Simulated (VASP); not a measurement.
Ti3Al:

```xyz
4
Lattice="0.0000 3.2318 3.2318 3.2318 0.0000 3.2318 3.2318 3.2318 0.0000" Properties=species:S:1:pos:R:3 pbc="T T T"
Ti    4.8477    4.8477    4.8477
Ti    1.6159    1.6159    1.6159
Ti    0.0000    0.0000    0.0000
Al    3.2318    3.2318    3.2318
```

| Property | Result |
| --- | --- |
| Program | VASP 6.6.1 |
| Task | relaxation of volume and atoms at fixed shape |
| Functional | PBEsol |
| Potentials or basis | VASP PAW PBE potentials, release 64 (Ti_sv, Al) |
| Cutoff | 600 eV |
| k mesh | 5 × 5 × 5 |
| Occupations | gaussian, width 0.1 eV |
| Spin | no spin polarisation |

At the start: pressure -4.9 GPa; volume 16.88 Å³/atom.

Task: How do energy, volume and symmetry change on relaxing?

Result: Over 3 steps the energy falls by 11.6 meV/atom and the volume is 16.14 Å³/atom (-4.3 %); space group Fm-3m (No. 225, to 0.05 Å).

The path:
```csv
step,energy change (eV),largest force (eV/Å),pressure (GPa),volume (Å³)
1,0.0000,0.0000,-4.90,67.51
2,-0.0228,0.0000,3.93,62.59
3,-0.0465,0.0000,-0.02,64.58
```

Final structure:
```cif
data_structure
_symmetry_space_group_name_H-M 'P 1'
_symmetry_Int_Tables_number 1
_cell_length_a 4.5033
_cell_length_b 4.5033
_cell_length_c 4.5033
_cell_angle_alpha 60.000
_cell_angle_beta 60.000
_cell_angle_gamma 60.000
_cell_volume 64.58
loop_
_atom_site_label
_atom_site_type_symbol
_atom_site_fract_x
_atom_site_fract_y
_atom_site_fract_z
_atom_site_occupancy
Ti1 Ti 0.75000 0.75000 0.75000 1
Ti2 Ti 0.25000 0.25000 0.25000 1
Ti3 Ti 0.00000 0.00000 0.00000 1
Al1 Al 0.50000 0.50000 0.50000 1
```

Caveat: the PAW data sets were made with another functional, which shifts forces and pressure a little.
